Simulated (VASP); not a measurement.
# Ge7H4Se7 (buck sheet) in VASP: a series of runs

The runs below take Ge7H4Se7 (buck sheet) through single point, with PBEsol.

Everything below comes from runs of VASP 6.6.1. Logs are shortened: lines on timing, memory, paths and dates and some standing lists are left out, and cuts for length are marked.

**1. The cell of the first run**

The cell holds a wire with vacuum, 18 atoms: a = 21.900 Å, b = 10.700 Å, c = 6.190 Å, α = 90.00°, β = 90.00°, γ = 90.00°.

**2. Single point, PBEsol**

The input, INCAR:

```
ALGO = Normal
EDIFF = 1E-6
ENCUT = 410
GGA = PS
GGA_COMPAT = F
ISIF = 2
ISMEAR = 0
LASPH = T
LCHARG = T
LELF = T
LREAL = F
LVHAR = T
LWAVE = F
NBANDS = 87
NELM = 120
PREC = Accurate
SIGMA = 0.05
```

The input, KPOINTS:

```
k-points
0
Gamma
  1 1 6
```

The input, POSCAR:

```
Ge7H4Se7
1.0
   21.9000000000      0.0000000000      0.0000000000
    0.0000000000     10.7000000000      0.0000000000
    0.0000000000      0.0000000000      6.1896914276
Ge Se H
7 7 4
Direct
    0.6547822004      0.4464344173      0.3452865925
    0.7227989486      0.4009756294      0.8326828234
    0.5000000000      0.4860288747      0.3559456315
    0.5751865581      0.4778266339      0.8235020865
    0.3452177996      0.4464344173      0.3452865925
    0.4248134419      0.4778266339      0.8235020865
    0.2772010514      0.4009756294      0.8326828234
    0.7484763138      0.5398902972      0.1588595141
    0.5853443644      0.6041145939      0.1681184434
    0.6674637009      0.5854770992      0.6717758736
    0.4146556356      0.6041145939      0.1681184434
    0.5000000000      0.6348545965      0.6704696882
    0.2515236862      0.5398902972      0.1588595141
    0.3325362991      0.5854770992      0.6717758736
    0.7849046363      0.4434917551      0.7162536234
    0.2150953637      0.4434917551      0.7162536234
    0.7879097637      0.4450965298      0.2656959354
    0.2120902363      0.4450965298      0.2656959354
```

Potentials or basis: VASP PAW PBE potentials, release 64 (Ge_d, Se, H).

Launch:

```sh
cat potpaw_PBE.64/Ge_d/POTCAR potpaw_PBE.64/Se/POTCAR potpaw_PBE.64/H/POTCAR > POTCAR
mpirun -np 1 vasp_std > vasp.out
```

OUTCAR:

```text
EDIFF = 1E-6
   ENCUT = 410
   GGA = PS
   ISIF = 2
   ISMEAR = 0
   LASPH = T
   LREAL = F
   NELM = 120
   PREC = Accurate

 ion  position               nearest neighbor table
   1  0.655  0.446  0.345-   9 2.52  10 2.52   8 2.56
   2  0.723  0.401  0.833-  15 1.61  10 2.52   8 2.57
   3  0.500  0.486  0.356-  12 2.52  11 2.54   9 2.54
   4  0.575  0.478  0.824-  10 2.51   9 2.53  12 2.54
   5  0.345  0.446  0.345-  11 2.52  14 2.52  13 2.56
   6  0.425  0.478  0.824-  14 2.51  11 2.53  12 2.54
   7  0.277  0.401  0.833-  16 1.61  14 2.52  13 2.57
   8  0.748  0.540  0.159-  17 1.49   1 2.56   2 2.57
   9  0.585  0.604  0.168-   1 2.52   4 2.53   3 2.54
  10  0.667  0.585  0.672-   4 2.51   2 2.52   1 2.52
  11  0.415  0.604  0.168-   5 2.52   6 2.53   3 2.54
  12  0.500  0.635  0.670-   3 2.52   4 2.54   6 2.54
  13  0.252  0.540  0.159-  18 1.49   5 2.56   7 2.57
  14  0.333  0.585  0.672-   6 2.51   7 2.52   5 2.52
  15  0.785  0.443  0.716-   2 1.61
  16  0.215  0.443  0.716-   7 1.61
  17  0.788  0.445  0.266-   8 1.49
  18  0.212  0.445  0.266-  13 1.49

  LATTYP: Found a simple orthorhombic cell.
 ALAT       =     6.1896914276
 B/A-ratio  =     1.7286806823
 C/A-ratio  =     3.5381408356

  Lattice vectors:

 A1 = (   0.0000000000,   0.0000000000,  -6.1896914276)
 A2 = (   0.0000000000,  10.7000000000,   0.0000000000)
 A3 = (  21.9000000000,   0.0000000000,   0.0000000000)

Analysis of symmetry for initial positions (statically):
=====================================================================
 Subroutine PRICEL returns:
 Original cell was already a primitive cell.

 Routine SETGRP: Setting up the symmetry group for a
 simple orthorhombic supercell.

 Subroutine GETGRP returns: Found  2 space group operations
 (whereof  2 operations were pure point group operations)
 out of a pool of  8 trial point group operations.

The static configuration has the point symmetry C_1h.

Analysis of symmetry for dynamics (positions and initial velocities):
=====================================================================
 Subroutine PRICEL returns:
 Original cell was already a primitive cell.

 Routine SETGRP: Setting up the symmetry group for a
 simple orthorhombic supercell.

 Subroutine GETGRP returns: Found  2 space group operations
 (whereof  2 operations were pure point group operations)
 out of a pool of  8 trial point group operations.

The dynamic configuration has the point symmetry C_1h.

 Subroutine INISYM returns: Found  2 space group operations
 (whereof  2 operations are pure point group operations),
 and found     1 'primitive' translations

----------------------------------------------------------------------------------------

                                     Primitive cell

  volume of cell :    1450.4304

  direct lattice vectors                    reciprocal lattice vectors
    21.900000000  0.000000000  0.000000000     0.045662100  0.000000000  0.000000000
     0.000000000 10.700000000  0.000000000     0.000000000  0.093457944  0.000000000
     0.000000000  0.000000000  6.189691428     0.000000000  0.000000000  0.161558942

  length of vectors
    21.900000000 10.700000000  6.189691428     0.045662100  0.093457944  0.161558942

  position of ions in fractional coordinates (direct lattice)
     0.654782200  0.446434417  0.345286593
     0.722798949  0.400975629  0.832682823
     0.500000000  0.486028875  0.355945631
     0.575186558  0.477826634  0.823502086
     0.345217800  0.446434417  0.345286593
     0.424813442  0.477826634  0.823502086
[... 10 lines left out ...]
     0.787909764  0.445096530  0.265695935
     0.212090236  0.445096530  0.265695935

  ion indices of the primitive-cell ions
   primitive index   ion index
                 1           1
                 2           2
                 3           3
                 4           4
                 5           5
                 6           6
[... 10 lines left out ...]
                17          17
                18          18

----------------------------------------------------------------------------------------

 KPOINTS: k-points

Automatic generation of k-mesh.
 Grid dimensions read from file:
 generate k-points for:    1    1    6

 Generating k-lattice:

  Cartesian coordinates                     Fractional coordinates (reciprocal lattice)
     0.045662100  0.000000000  0.000000000     1.000000000  0.000000000  0.000000000
     0.000000000  0.093457944  0.000000000     0.000000000  1.000000000  0.000000000
     0.000000000  0.000000000  0.026926490     0.000000000  0.000000000  0.166666667

  Length of vectors
     0.045662100  0.093457944  0.026926490

  Shift w.r.t. Gamma in fractional coordinates (k-lattice)
     0.000000000  0.000000000  0.000000000

 Subroutine IBZKPT returns following result:
 ===========================================

 Found      4 irreducible k-points:

 Following reciprocal coordinates:
            Coordinates               Weight
  0.000000  0.000000  0.000000      1.000000
  0.000000  0.000000  0.166667      2.000000
  0.000000  0.000000  0.333333      2.000000
  0.000000  0.000000  0.500000      1.000000
   k-points           NKPTS =      4   k-points in BZ     NKDIM =      4   number of bands    NBANDS=     87
   number of dos      NEDOS =    301   number of ions     NIONS =     18
   total plane-waves  NPLWV = 453600
   dimension x,y,z NGX =   150 NGY =   72 NGZ =   42
   dimension x,y,z NGXF=   300 NGYF=  144 NGZF=   84
   ions per type =               7   7   4
   NGX,Y,Z   is equivalent  to a cutoff of  11.39, 11.19, 11.28 a.u.
   NGXF,Y,Z  is equivalent  to a cutoff of  22.77, 22.37, 22.56 a.u.
 SYSTEM =  unknown system
   PREC   = accura    normal or accurate (medium, high low for compatibility)
   ISTART =      0    job   : 0-new  1-cont  2-samecut
   ICHARG =      2    charge: 1-file 2-atom 10-const
   ISPIN  =      1    spin polarized calculation?
   LNONCOLLINEAR =      F non collinear calculations
   LSORBIT =      F    spin-orbit coupling
   LASPH  =      T    aspherical Exc in radial PAW
   ENCUT  =  410.0 eV  30.13 Ry    5.49 a.u.  36.16 17.67 10.22*2*pi/ulx,y,z
   NELM   =    120;   NELMIN=  2; NELMDL= -5     # of ELM steps
   EDIFF  = 0.1E-05   stopping-criterion for ELM
   LREAL  =      F    real-space projection
   EDIFFG = 0.1E-04   stopping-criterion for IOM
   NSW    =      0    number of steps for IOM
   IBRION =     -1    ionic relax: 0-MD 1-quasi-New 2-CG
   NFREE  =      0    steps in history (QN), initial steepest desc. (CG)
   ISIF   =      2    stress and relaxation
   ISYM   =      2    0-nonsym 1-usesym 2-fastsym
   POTIM  = 0.5000    time-step for ionic-motion
   TEBEG  =    0.0;   TEEND  =   0.0 temperature during run
   PSTRESS=    0.0 pullay stress
   NELECT =     144.0000    total number of electrons
   NUPDOWN=      -1.0000    fix difference up-down
   EMIN   =  10.00;   EMAX   =-10.00  energy-range for DOS
   EFERMI =   0.00;   METHOD = LEGACY
   ISMEAR =     0;   SIGMA  =   0.05  broadening in eV -4-tet -1-fermi 0-gaus
   EFERMI_NEDOS =   21; number of points for ismear=-14 and -15
   IALGO  =     38    algorithm
   IMIX   =      4    mixing-type and parameters
     AMIX     =   0.40;   BMIX     =  1.00
     AMIX_MAG =   1.60;   BMIX_MAG =  1.00
  volume/ion in A,a.u.               =      80.58       543.78
  Fermi-wavevector in a.u.,A,eV,Ry     =   0.758048  1.432503  7.818408  0.574637
  Thomas-Fermi vector in A             =   1.856531
   LORBIT       =      0    0 simple, 1 ext, 2 COOP (PROOUT), +10 PAW based schemes
   GGA     = PS    functional components
   LHFCALC =     F    Hartree Fock is set to
   AEXX    =    0.0000 exact exchange contribution
   IVDW    =     0    specifies the selected vdW correction
   LEPSILON=     F    determine dielectric tensor
   LRPA    =     F    only Hartree local field effects (RPA)
 non-spin polarized calculation
 Gauss-broadening in eV      SIGMA  =   0.05
  energy-cutoff  :      410.00
  volume of cell :     1450.43
 maximum number of plane-waves:     27380
 NGX is ok and might be reduce to   150
   NGX = 73   NGY = 35   NGZ = 21

 number of electron     144.0000053 magnetization

 Free energy of the ion-electron system (eV)
  ---------------------------------------------------
  ext. energy  EPLUGINS =         0.00000000
  ---------------------------------------------------
  free energy    TOTEN  =       -74.36031255 eV

  energy without entropy =      -74.36031255  energy(sigma->0) =      -74.36031255

 E-fermi :  -3.2604     XC(G=0):  -3.2702

 val. band max:       -3.5746809170   @ k =   0.0000   0.0000   0.5000
 cond. band min:      -1.2263251027   @ k =   0.0000   0.0000   0.5000
 fundamental gap:      2.3483558142
 Fermi energy:        -3.2604446701

 k-point     1 :       0.0000    0.0000    0.0000
  band No.  band energies     occupation
      1     -27.1724      2.00000
      2     -27.1724      2.00000
      3     -27.1687      2.00000
      4     -27.1678      2.00000
      5     -27.1255      2.00000
      6     -27.1253      2.00000
[... 76 lines left out ...]
     83       0.5777      0.00000
     84       0.6471      0.00000

 k-point     2 :       0.0000    0.0000    0.1667
  band No.  band energies     occupation
      1     -27.1724      2.00000
      2     -27.1724      2.00000
      3     -27.1687      2.00000
      4     -27.1679      2.00000
      5     -27.1256      2.00000
      6     -27.1253      2.00000
[... 76 lines left out ...]
     83       0.6290      0.00000
     84       0.9086      0.00000

 k-point     3 :       0.0000    0.0000    0.3333
  band No.  band energies     occupation
      1     -27.1726      2.00000
      2     -27.1725      2.00000
      3     -27.1687      2.00000
      4     -27.1679      2.00000
      5     -27.1256      2.00000
      6     -27.1253      2.00000
[... 76 lines left out ...]
     83       0.7087      0.00000
     84       0.8275      0.00000

 k-point     4 :       0.0000    0.0000    0.5000
  band No.  band energies     occupation
      1     -27.1726      2.00000
      2     -27.1725      2.00000
      3     -27.1687      2.00000
      4     -27.1679      2.00000
      5     -27.1255      2.00000
      6     -27.1253      2.00000
[... 76 lines left out ...]
     83       0.7618      0.00000
     84       0.8772      0.00000
 [bands above 84 left out]

------------------------ aborting loop because EDIFF is reached ----------------------------------------

  FORCE on cell =-STRESS in cart. coord.  units (eV):
  Direction    XX          YY          ZZ          XY          YZ          ZX
  --------------------------------------------------------------------------------------
  -------------------------------------------------------------------------------------
  Total       -0.3778440     -0.2694638     -0.4361701      0.0000000     -0.0869521      0.0000000
  in kB       -0.4173748     -0.2976557     -0.4818031      0.0000000     -0.0960492      0.0000000
  external PRESSURE =      -0.3989445 kB  Pullay stress =       0.0000000 kB

 VOLUME and BASIS-vectors are now :
 -----------------------------------------------------------------------------
  energy-cutoff  :      410.00
  volume of cell :     1450.43
      direct lattice vectors                 reciprocal lattice vectors
    21.900000000  0.000000000  0.000000000     0.045662100  0.000000000  0.000000000
     0.000000000 10.700000000  0.000000000     0.000000000  0.093457944  0.000000000
     0.000000000  0.000000000  6.189691428     0.000000000  0.000000000  0.161558942

 POSITION                                       TOTAL-FORCE (eV/Angst)
 -----------------------------------------------------------------------------------
     14.33973      4.77685      2.13722        -0.003969     -0.040501      0.000946
     15.82930      4.29044      5.15405        -0.002827     -0.028889      0.003896
     10.95000      5.20051      2.20319         0.000000     -0.043037      0.009444
     12.59659      5.11274      5.09722        -0.000314     -0.034857      0.003641
      7.56027      4.77685      2.13722         0.003969     -0.040501      0.000946
      9.30341      5.11274      5.09722         0.000314     -0.034857      0.003641
[... 10 lines left out ...]
     17.25522      4.76253      1.64458         0.027418     -0.036059      0.021904
      4.64478      4.76253      1.64458        -0.027418     -0.036059      0.021904
 -----------------------------------------------------------------------------------
    total drift:                                0.000000      0.005510      0.001378

  FREE ENERGIE OF THE ION-ELECTRON SYSTEM (eV)
  ---------------------------------------------------
  free  energy   TOTEN  =       -74.3603125522 eV

  energy  without entropy=      -74.3603125522  energy(sigma->0) =      -74.36031255
```

Run time: 13 min. Hardware: 1 thread of Intel Xeon Platinum 8559C (Emerald Rapids), shared host; peak memory 1 GiB.

What came out:

```
Free energy            : -74.3603 eV
Largest force          : 0.061 eV/Å
Band gap on the k mesh : 2.35 eV, direct
```

Forces in eV/Å, atoms in the order of the input:
```
Ge  -0.004 -0.041  0.001
Ge  -0.003 -0.029  0.004
Ge   0.000 -0.043  0.009
Ge   0.000 -0.035  0.004
Ge   0.004 -0.041  0.001
Ge   0.000 -0.035  0.004
Ge   0.003 -0.029  0.004
Se  -0.014  0.053 -0.026
Se   0.007  0.039 -0.006
Se   0.012  0.038 -0.003
Se  -0.007  0.039 -0.006
Se   0.000  0.047  0.000
Se   0.014  0.053 -0.026
Se  -0.012  0.038 -0.003
H    0.001  0.007  0.000
H   -0.001  0.007  0.000
H    0.027 -0.036  0.022
H   -0.027 -0.036  0.022
```

Levels at points of the mesh, in eV from the valence-band top:
| k point | band 68 | band 69 | band 70 | band 71 | band 72 | band 73 | band 74 | band 75 | band 76 | band 77 |
| --- | --- | --- | --- | --- | --- | --- | --- | --- | --- | --- |
| (0.00, 0.00, 0.00) | -0.40 | -0.22 | -0.17 | -0.06 | -0.04 | 2.55 | 2.60 | 2.79 | 3.16 | 3.27 |
| (0.00, 0.00, 0.50) | -0.35 | -0.33 | -0.17 | -0.06 | 0.00 | 2.35 | 2.61 | 2.77 | 2.87 | 3.05 |

Caveat: the PAW data sets were made with another functional, which shifts forces and pressure a little.

**3. Single point, PBEsol**

This run uses another cell than the first one, of 80.87 Å³/atom, 1.004 times its volume.

The input, INCAR:

```
ALGO = Normal
EDIFF = 1E-6
ENCUT = 410
GGA = PS
GGA_COMPAT = False
ISIF = 2
ISMEAR = 0
LASPH = True
LCHARG = False
LREAL = False
LWAVE = False
NBANDS = 87
NELM = 120
PREC = Accurate
SIGMA = 0.05
```

KPOINTS is that of step 2.

The input, POSCAR:

```
Ge7H4Se7
1.0
   21.9000000000      0.0000000000      0.0000000000
    0.0000000000     10.7000000000      0.0000000000
    0.0000000000      0.0000000000      6.2121087908
Ge Se H
7 7 4
Direct
    0.6637699855      0.4323455402      0.3333333333
    0.7456549783      0.4323455402      0.8333333333
    0.5000000000      0.4323455402      0.3333333333
    0.5818849928      0.4323455402      0.8333333333
    0.3362300145      0.4323455402      0.3333333333
    0.4181150072      0.4323455402      0.8333333333
    0.2543450217      0.4323455402      0.8333333333
    0.7456549783      0.5676544598      0.1666666667
    0.5818849928      0.5676544598      0.1666666667
    0.6637699855      0.5676544598      0.6666666667
    0.4181150072      0.5676544598      0.1666666667
    0.5000000000      0.5676544598      0.6666666667
    0.2543450217      0.5676544598      0.1666666667
    0.3362300145      0.5676544598      0.6666666667
    0.7955641377      0.5148167504      0.7317494782
    0.2044358623      0.5148167504      0.7317494782
    0.7932955396      0.4889319410      0.2636330739
    0.2067044604      0.4889319410      0.2636330739
```

Potentials or basis: VASP PAW PBE potentials, release 64 (Ge_d, Se, H).

Launch:

```sh
cat potpaw_PBE.64/Ge_d/POTCAR potpaw_PBE.64/Se/POTCAR potpaw_PBE.64/H/POTCAR > POTCAR
mpirun -np 1 vasp_std > vasp.out
```

Run time: 12 min. Hardware: 1 thread of Intel Xeon Platinum 8559C (Emerald Rapids), shared host; peak memory 1 GiB.

The run converged. Its results:

| Quantity | Value |
| --- | --- |
| Free energy | -74.1967 eV |
| Largest force | 1.077 eV/Å |
| Band gap on the k mesh | 2.34 eV, direct |

Forces in eV/Å, atoms in the order of the input:
```
Ge  -0.130 -0.149  0.139
Ge  -0.702 -0.812  0.091
Ge   0.000 -0.052  0.097
Ge   0.096 -0.043 -0.106
Ge   0.130 -0.149  0.139
Ge  -0.096 -0.043 -0.106
Ge   0.702 -0.812  0.091
Se  -0.141  0.492 -0.092
Se   0.070  0.091 -0.015
Se  -0.019  0.047  0.087
Se  -0.070  0.091 -0.015
Se   0.000  0.064 -0.009
Se   0.141  0.492 -0.092
Se   0.019  0.047  0.087
H    0.594  0.557 -0.354
H   -0.594  0.557 -0.354
H    0.288 -0.190  0.204
H   -0.288 -0.190  0.204
```

Levels at points of the mesh, in eV from the valence-band top:
```
           k point  band 70  band 71  band 72  band 73  band 74  band 75
(0.00, 0.00, 0.00)    -0.31    -0.12    -0.09     2.50     2.50     2.73
(0.00, 0.00, 0.50)    -0.27    -0.05     0.00     2.34     2.54     2.58
```

Caveat: the PAW data sets were made with another functional, which shifts forces and pressure a little.
